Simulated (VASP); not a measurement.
Input of a VASP 6.6.1 run:

INCAR

```
SYSTEM = Pt
  PREC = Accurate
  ENCUT = 520
  EDIFF = 1E-6
  ISMEAR = 1
  SIGMA = 0.2
  LREAL = .False.
  LASPH = .True.
  NELM = 60
  ALGO = Normal
  ISIF = 2
  LWAVE = .False.
  LCHARG = .False.
  GGA = PE
  NBANDS = 11
```

File KPOINTS:

```
regular mesh
0
Gamma
  14 14 14
  0 0 0
```

The input POSCAR:

```
Pt
1.0
    0.0000000000      1.9857786488      1.9857786488
    1.9857786488      0.0000000000      1.9857786488
    1.9857786488      1.9857786488      0.0000000000
Pt
1
Direct
    0.0000000000      0.0000000000      0.0000000000
```

Potentials or basis: VASP PAW PBE potentials, release 64 (Pt).

Command:

```console
$ cat potpaw_PBE.64/Pt/POTCAR > POTCAR
$ mpirun -np 1 vasp_std > vasp.out
```

(1) What does it give for the pressure?

(2) Predict the band gap on the k mesh.

Answers

(1) -1.0 GPa.

(2) zero (band 5 reaches 11.01 eV, above the bottom of band 6 at 8.91 eV).

Caveat: spin-orbit coupling is left out, which moves the levels of the heavy elements.
